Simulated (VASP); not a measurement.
Write the native input for VASP 6.6.1 that does the following.

```yaml
Task: relaxation of the atoms
Functional: PBE
Dispersion: D3(BJ)
Potentials_or_basis: VASP PAW PBE potentials, release 64 (O, C, H)
Cutoff: 520 eV
k_mesh: 1 × 1 × 1
Occupations: fermi-dirac, width 0.02 eV
Spin: no spin polarisation
Dipole_correction: no
Further_INCAR_settings: LREAL = Auto; ALGO = Normal; EDIFF = 1e-06; IBRION = 2; EDIFFG = -0.3; NSW = 35
```

The structure of H6C3O2 lies in POSCAR:

```
H6C3O2
1.0
    7.9973950000      0.0000000000      0.0000000000
    0.0000000000      7.9973950000      0.0000000000
    0.0000000000      0.0000000000      7.9973950000
O C H
6 9 18
Direct
    0.9543670000      0.1851381000      0.6059595000
    0.3078488000      0.7197245000      0.1654621000
    0.6474303000      0.7397995000      0.7602230000
   -0.1374306000      0.5169663000      0.4413397000
    0.5971395000      0.2457294000      0.7967391000
    0.0888446000      0.1736208000     -0.0581645000
    0.9304435000      0.1487564000      0.4688691000
    0.3222481000      0.8620680000      0.1803198000
    0.6166071000      0.7154011000      0.6218597000
    0.0788470000      0.5316959000      0.6424045000
   -0.0053804000      0.6220278000      0.4992714000
    0.5835681000      0.3739890000      1.0627942000
    0.5952006000      0.4052091000      0.8766997000
   -0.0364704000      0.3838496000      0.1077271000
    0.1207401000      0.3327172000      0.0160126000
   -0.1923037000      0.5740801000      0.3492621000
   -0.0541537000      0.7432432000      0.5419555000
    0.0853205000      0.6467693000      0.3989961000
    0.1818647000      0.6062440000      0.6926031000
   -0.0111993000      0.5081902000      0.7422805000
    0.1281094000      0.4118306000      0.5994906000
    0.6046031000      0.2646019000      0.6769917000
    0.4879231000      0.4800545000      0.8344665000
    0.7093019000      0.4761372000      0.8476473000
    0.5815656000      0.4921408000      1.1315407000
    0.4696451000      0.3044571000      1.0914812000
    0.6907613000      0.3005445000      1.1046464000
    0.1893059000      0.1397532000     -0.1174253000
    0.1521842000      0.4261713000     -0.0797556000
    0.2264842000      0.3258072000      0.1035589000
   -0.0199546000      0.5055946000      0.1676880000
   -0.1410869000      0.3916572000      0.0203743000
   -0.0668749000      0.2914121000      0.2034713000
```

These files were run (other wordings do the same):

INCAR

```
  PREC = Accurate
  ENCUT = 520
  EDIFF = 1E-6
  ISMEAR = -1
  SIGMA = 0.02
  LREAL = Auto
  LASPH = True
  NELM = 60
  ALGO = Normal
  ISIF = 2
  LWAVE = False
  LCHARG = False
  GGA = PE
  IVDW = 12
  IBRION = 2
  NSW = 35
  EDIFFG = -0.3
```

KPOINTS

```
Automatic mesh
0
Gamma
  1 1 1
```

Potentials or basis: VASP PAW PBE potentials, release 64 (O, C, H).

Command:

```bash
$ cat potpaw_PBE.64/O/POTCAR potpaw_PBE.64/C/POTCAR potpaw_PBE.64/H/POTCAR > POTCAR
$ mpirun -np 1 vasp_gam > vasp.out
```

It gave:

* Energy gained by relaxing: 16.2 meV/atom
* Ionic steps: 28
* Pressure after relaxing: 0.2 GPa
* Largest force after relaxing: 0.259 eV/Å
* Band gap on the k mesh: 3.68 eV
* Dispersion energy per atom: -0.036 eV

Caveat: the k points lie up to 0.79 Å⁻¹ apart; the relaxation stopped at a loose force limit of 0.3 eV/Å, so its end isn't a converged minimum.

Run time: 12 min on 1 thread of Intel(R) Xeon(R) Platinum 8375C CPU @ 2.90GHz (Ice Lake), with other jobs on the host, peak memory 0.52 GiB.
